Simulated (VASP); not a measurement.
# Cd (P6_3/mmc) in VASP: further runs, part 2 of 3

VASP 6.6.1. The steps go on from the part before.

## Step 3: Single point, LDA (18.28 Å³/atom)

This run uses another cell than the first one, of 18.28 Å³/atom.

INCAR reads:

```
PREC     = Accurate       # precision mode
ENCUT    = 520            # plane-wave cutoff, eV
EDIFF    = 1E-7           # SCF threshold, eV
ISMEAR   = -1             # smearing method
SIGMA    = 0.1            # smearing width, eV
LREAL    = False          # projectors in reciprocal space
LASPH    = True           # aspherical terms in the spheres
NELM     = 60             # most SCF steps
ALGO     = Normal         # electronic algorithm
ISIF     = 2              # what is computed and relaxed
LWAVE    = False          # write WAVECAR
LCHARG   = False          # write CHGCAR
NBANDS   = 32             # bands
```

KPOINTS reads:

```
Automatic mesh
0
Gamma
  13 13 4
```

POSCAR reads:

```
Cd
1.0
    2.9838157177      0.0000000000      0.0000000000
   -1.4919078588      2.5840602117      0.0000000000
    0.0000000000      0.0000000000      9.4815619080
Cd
4
Direct
    1.0000000000      0.0000000000      1.0000000000
    1.0000000000      1.0000000000      0.5000000000
    0.3333333333      0.6666666667      0.2500000000
    0.6666666667      0.3333333333      0.7500000000
```

Potentials or basis: VASP PAW LDA potentials, release 64 (Cd).

Launch:

```bash
$ cat potpaw_LDA.64/Cd/POTCAR > POTCAR
$ mpirun -np 1 vasp_std > vasp.out
```

OUTCAR:

```text
PREC = Accurate
   ENCUT = 520
   EDIFF = 1E-7
   ISMEAR = -1
   LREAL = False
   LASPH = True
   NELM = 60
   ISIF = 2

 ion  position               nearest neighbor table
   1  0.000  0.000  0.000-   3 2.93   4 2.93   3 2.93   4 2.93   4 2.93   3 2.93
   2  0.000  0.000  0.500-   3 2.93   4 2.93   3 2.93   4 2.93   4 2.93   3 2.93
   3  0.333  0.667  0.250-   1 2.93   2 2.93   1 2.93   2 2.93   1 2.93   2 2.93
   4  0.667  0.333  0.750-   1 2.93   2 2.93   1 2.93   2 2.93   1 2.93   2 2.93

  LATTYP: Found a hexagonal cell.
 ALAT       =     2.9838157177
 C/A-ratio  =     3.1776633697

  Lattice vectors:

 A1 = (   2.9838157177,   0.0000000000,   0.0000000000)
 A2 = (  -1.4919078588,   2.5840602117,   0.0000000000)
 A3 = (   0.0000000000,   0.0000000000,   9.4815619080)

Analysis of symmetry for initial positions (statically):
=====================================================================
 Subroutine PRICEL returns:
 Original cell was already a primitive cell.

 Routine SETGRP: Setting up the symmetry group for a
 hexagonal supercell.

 Subroutine GETGRP returns: Found 24 space group operations
 (whereof 12 operations were pure point group operations)
 out of a pool of 24 trial point group operations.

The static configuration has the point symmetry D_3d.
 The point group associated with its full space group is D_6h.

Analysis of symmetry for dynamics (positions and initial velocities):
=====================================================================
 Subroutine PRICEL returns:
 Original cell was already a primitive cell.

 Routine SETGRP: Setting up the symmetry group for a
 hexagonal supercell.

 Subroutine GETGRP returns: Found 24 space group operations
 (whereof 12 operations were pure point group operations)
 out of a pool of 24 trial point group operations.

The dynamic configuration has the point symmetry D_3d.
 The point group associated with its full space group is D_6h.

[... 115 lines left out ...]
   EMIN   =  10.00;   EMAX   =-10.00  energy-range for DOS
   EFERMI =   0.00;   METHOD = LEGACY
   ISMEAR =    -1;   SIGMA  =   0.10  broadening in eV -4-tet -1-fermi 0-gaus
   EFERMI_NEDOS =   21; number of points for ismear=-14 and -15
   IALGO  =     38    algorithm
   IMIX   =      4    mixing-type and parameters
     AMIX     =   0.40;   BMIX     =  1.00
     AMIX_MAG =   1.60;   BMIX_MAG =  1.00
  volume/ion in A,a.u.               =      18.28       123.34
  Fermi-wavevector in a.u.,A,eV,Ry     =   1.422887  2.688867 27.546456  2.024607
  Thomas-Fermi vector in A             =   2.543543
   LORBIT       =      0    0 simple, 1 ext, 2 COOP (PROOUT), +10 PAW based schemes
   GGA     = CA    functional components
   LHFCALC =     F    Hartree Fock is set to
   AEXX    =    0.0000 exact exchange contribution
   IVDW    =     0    specifies the selected vdW correction
   LEPSILON=     F    determine dielectric tensor
   LRPA    =     F    only Hartree local field effects (RPA)
 non-spin polarized calculation
  energy-cutoff  :      520.00
  volume of cell :       73.11
 maximum number of plane-waves:      2003
 NGX is ok and might be reduce to    24
   NGX = 11   NGY = 11   NGZ = 35

 number of electron      47.9999996 magnetization

 Free energy of the ion-electron system (eV)
  ---------------------------------------------------
  ext. energy  EPLUGINS =         0.00000000
  ---------------------------------------------------
  free energy    TOTEN  =        -5.83463313 eV

  energy without entropy =       -5.78436598  energy(sigma->0) =       -5.80949955

 E-fermi :   4.2807     XC(G=0): -12.2968

 val. band max:        4.2596303483   @ k =   0.3077   0.2308   0.2500
 cond. band min:       4.2838086722   @ k =   0.4615   0.0769   0.2500
 fundamental gap:      0.0241783239
 Fermi energy:         4.2806622935

 k-point     1 :       0.0000    0.0000    0.0000
  band No.  band energies     occupation
      1      -6.4412      2.00000
      2      -6.2243      2.00000
      3      -6.0504      2.00000
      4      -6.0321      2.00000
      5      -5.6554      2.00000
      6      -5.6554      2.00000
[... 829 lines left out ...]
     31      15.3482      0.00000
     32      16.2650      0.00000

 [... further k-points ...]
[... 5 lines left out ...]
  --------------------------------------------------------------------------------------
  -------------------------------------------------------------------------------------
  Total        3.7324342      3.7324342      4.0172951      0.0000000     -0.0000000      0.0000000
  in kB       81.7990450     81.7990450     88.0419801      0.0000000     -0.0000000      0.0000000
  external PRESSURE =      83.8800234 kB  Pullay stress =       0.0000000 kB

 VOLUME and BASIS-vectors are now :
 -----------------------------------------------------------------------------
  energy-cutoff  :      520.00
  volume of cell :       73.11
      direct lattice vectors                 reciprocal lattice vectors
     2.983815718  0.000000000  0.000000000     0.335141341  0.193493943  0.000000000
    -1.491907859  2.584060212  0.000000000     0.000000000  0.386987887  0.000000000
     0.000000000  0.000000000  9.481561908     0.000000000  0.000000000  0.105467855

 POSITION                                       TOTAL-FORCE (eV/Angst)
 -----------------------------------------------------------------------------------
      0.00000      0.00000      0.00000         0.000000      0.000000     -0.000000
      0.00000      0.00000      4.74078         0.000000      0.000000     -0.000000
     -0.00000      1.72271      2.37039        -0.000000     -0.000000     -0.000000
      1.49191      0.86135      7.11117         0.000000      0.000000      0.000000
 -----------------------------------------------------------------------------------
    total drift:                               -0.000000      0.000000      0.000000

  FREE ENERGIE OF THE ION-ELECTRON SYSTEM (eV)
  ---------------------------------------------------
  free  energy   TOTEN  =        -5.8346331311 eV

  energy  without entropy=       -5.7843659761  energy(sigma->0) =       -5.80949955
```

OSZICAR:

```text
N       E                     dE             d eps       ncg     rms          rms(c)
DAV:   1     0.427512663710E+03    0.42751E+03   -0.26171E+04  4072   0.157E+03
DAV:   2     0.517939337155E+01   -0.42233E+03   -0.40302E+03  4160   0.430E+02
DAV:   3    -0.619747365643E+01   -0.11377E+02   -0.11312E+02  4704   0.833E+01
DAV:   4    -0.623145294998E+01   -0.33979E-01   -0.33976E-01  4256   0.429E+00
DAV:   5    -0.623155178790E+01   -0.98838E-04   -0.98838E-04  4824   0.210E-01    0.102E+01
DAV:   6    -0.588099619910E+01    0.35056E+00   -0.80155E-01  4344   0.923E+00    0.742E+00
DAV:   7    -0.583904357492E+01    0.41953E-01   -0.12287E-01  4528   0.278E+00    0.202E+00
DAV:   8    -0.583459460661E+01    0.44490E-02   -0.20769E-02  4280   0.155E+00    0.199E-01
DAV:   9    -0.583461514039E+01   -0.20534E-04   -0.76686E-05  4704   0.745E-02    0.889E-02
DAV:  10    -0.583463351186E+01   -0.18371E-04   -0.69245E-06  4392   0.199E-02    0.818E-03
DAV:  11    -0.583463313794E+01    0.37392E-06   -0.29763E-06  4456   0.189E-02    0.120E-03
DAV:  12    -0.583463313112E+01    0.68239E-08   -0.64185E-08  2536   0.232E-03
   1 F= -.58346331E+01 E0= -.58094996E+01  d E =-.502672E-01
```

Wall time 3.6 min (1 thread of Intel Xeon 8259CL, shared host); peak memory 0.23 GiB.

What came out:

| Property | Result |
| --- | --- |
| Free energy | -5.8346 eV |
| Pressure | 8.4 GPa |
| Band gap on the k mesh | zero (bands 24 and 25 overlap by 2.69 eV) |

Caveat: the cell stands under pressure.

(Continued in part 3 of 3.)

The gap in the log of VASP goes by the Fermi energy; the results here count the filled bands.